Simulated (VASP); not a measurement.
Crystal: SnTe.

```xyz
2
Lattice="0.0000 3.1509 3.1509 3.1509 0.0000 3.1509 3.1509 3.1509 0.0000" Properties=species:S:1:pos:R:3 pbc="T T T"
Sn    0.0000    0.0000    0.0000
Te    3.1509    3.1509    3.1509
```

| Property | Result |
| --- | --- |
| Program | VASP 6.6.1 |
| Task | relaxation of cell and atoms |
| Functional | r2SCAN |
| Potentials or basis | VASP PAW PBE potentials, release 64 (Sn_d, Te) |
| Cutoff | 600 eV |
| k mesh | 12 × 12 × 12 |
| Occupations | gaussian, width 0.1 eV |
| Spin | no spin polarisation |

At the start: pressure 1.6 GPa; volume 31.28 Å³/atom.

Task: How do energy, volume and symmetry change on relaxing?

Result: Over 3 steps the energy falls by 4.8 meV/atom and the volume is 32.31 Å³/atom (+3.3 %); space group Fm-3m (No. 225, to 0.1 Å) before and after.

The path:
| step | energy change (eV) | largest force (eV/Å) | pressure (GPa) | volume (Å³) |
| --- | --- | --- | --- | --- |
| 1 | 0.0000 | 0.0000 | 1.56 | 62.56 |
| 2 | -0.0086 | 0.0000 | -0.48 | 65.35 |
| 3 | -0.0097 | 0.0000 | 0.01 | 64.62 |

Final structure:
```xyz
2
Lattice="0.0000 3.1850 3.1850 3.1850 0.0000 3.1850 3.1850 3.1850 0.0000" Properties=species:S:1:pos:R:3 pbc="T T T"
Sn    0.0000    0.0000    0.0000
Te    3.1850    3.1850    3.1850
```

Caveat: the PAW data sets were made with another functional, which shifts forces and pressure a little.
